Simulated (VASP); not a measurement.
# Sb2TeCl6: relaxation of cell and atoms with PBEsol

Crystal: Sb2TeCl6.

```
CELL_PARAMETERS angstrom
0.00000 7.05806 0.00000
7.05806 0.00000 0.00000
3.52903 3.52903 -4.99085
ATOMIC_POSITIONS crystal
Te 0.00000 0.00000 0.00000
Sb 0.25000 0.75000 0.50000
Sb 0.75000 0.25000 0.50000
Cl 0.25000 0.25000 0.50000
Cl 0.75000 0.75000 0.50000
Cl 0.25100 0.25100 0.00000
Cl 0.25100 0.74900 0.00000
Cl 0.74900 0.74900 0.00000
Cl 0.74900 0.25100 0.00000
```

| Property | Result |
| --- | --- |
| Program | VASP 6.6.1 |
| Task | relaxation of cell and atoms |
| Functional | PBEsol |
| Potentials or basis | VASP PAW PBE potentials, release 64 (Te, Sb, Cl) |
| Cutoff | 600 eV |
| k mesh | 5 × 5 × 5 |
| Occupations | methfessel-paxton, width 0.1369 eV |
| Spin | no spin polarisation |
| Target pressure | 20 GPa |
| Dipole correction | no |
| Further INCAR settings | ALGO = Normal; EDIFF = 1e-06; IBRION = 2; EDIFFG = -0.03; NSW = 60; ISIF = 3 |

| Quantity | Value |
| --- | --- |
| Relaxed volume | 18.76 Å³/atom |
| Relaxed cell | a = 6.202 Å, b = 6.202 Å, c = 6.206 Å, α = 60.02°, β = 60.02°, γ = 90.00° |
| Space group after relaxing (to 0.1 Å) | Fm-3m (No. 225) |
| Energy change on relaxing (the run minimises the enthalpy) | +264.8 meV/atom |
| Ionic steps | 11 |
| Pressure after relaxing | 20.1 GPa |
| Largest force after relaxing | 0.017 eV/Å |
| Band gap on the k mesh | zero (bands 29 and 30 overlap by 0.86 eV) |

Forces in eV/Å, atoms in the order of the input:
```
Te   0.000  0.000  0.000
Sb   0.000  0.000  0.000
Sb   0.000  0.000  0.000
Cl   0.000  0.000  0.017
Cl   0.000  0.000 -0.017
Cl  -0.004 -0.004  0.000
Cl   0.004 -0.004  0.000
Cl   0.004  0.004  0.000
Cl  -0.004  0.004  0.000
```

Step by step:
```
step  energy change (eV)  largest force (eV/Å)  pressure (GPa)  volume (Å³)
   1              0.0000                0.4977           -1.31       248.63
   2             14.1910                8.7394           72.96       138.45
   3              2.5008                3.8861           19.04       186.23
   4              2.7761                4.0571           20.45       183.91
   5              3.0548                0.4416           24.35       164.11
   6              3.0300                0.4816           24.29       164.30
   7              1.6232                0.2823           15.10       175.84
   8              2.3188                0.1057           19.84       169.41
   9              2.3317                0.1130           19.91       169.30
  10              2.3713                0.0361           20.02       168.97
  11              2.3832                0.0167           20.06       168.88
```

Final structure:
```yaml
crystal:
  lattice:
    - [0.00000, 6.20166, 0.00000]
    - [6.20166, 0.00000, 0.00000]
    - [3.10083, 3.10083, -4.39091]
  atoms:
    - { symbol: Te, position: [0.00000, 0.00000, 0.00000] }
    - { symbol: Sb, position: [0.25000, 0.75000, 0.50000] }
    - { symbol: Sb, position: [0.75000, 0.25000, 0.50000] }
    - { symbol: Cl, position: [0.27221, 0.27221, 0.45557] }
    - { symbol: Cl, position: [0.72779, 0.72779, 0.54443] }
    - { symbol: Cl, position: [0.27261, 0.27261, 0.00000] }
    - { symbol: Cl, position: [0.27261, 0.72739, 0.00000] }
    - { symbol: Cl, position: [0.72739, 0.72739, 0.00000] }
    - { symbol: Cl, position: [0.72739, 0.27261, 0.00000] }
```

Levels at points of the mesh, in eV from the Fermi level:
| k point | band 27 | band 28 | band 29 | band 30 | band 31 | band 32 |
| --- | --- | --- | --- | --- | --- | --- |
| (0.00, 0.00, 0.00) | -3.12 | 0.63 | 0.64 | 0.64 | 1.54 | 1.54 |

Wall time 38 min on 1 thread of Oxide Virtual Turin-like Processor, with other jobs on the host, peak memory 0.54 GiB.

Caveat: the cell is relaxed towards a set pressure, so the run minimises the enthalpy, not the energy; the volume moved by over 15 % at a fixed basis, so the end points are rough; the PAW data sets were made with another functional, which shifts forces and pressure a little; spin-orbit coupling is left out, which moves the levels of the heavy elements.
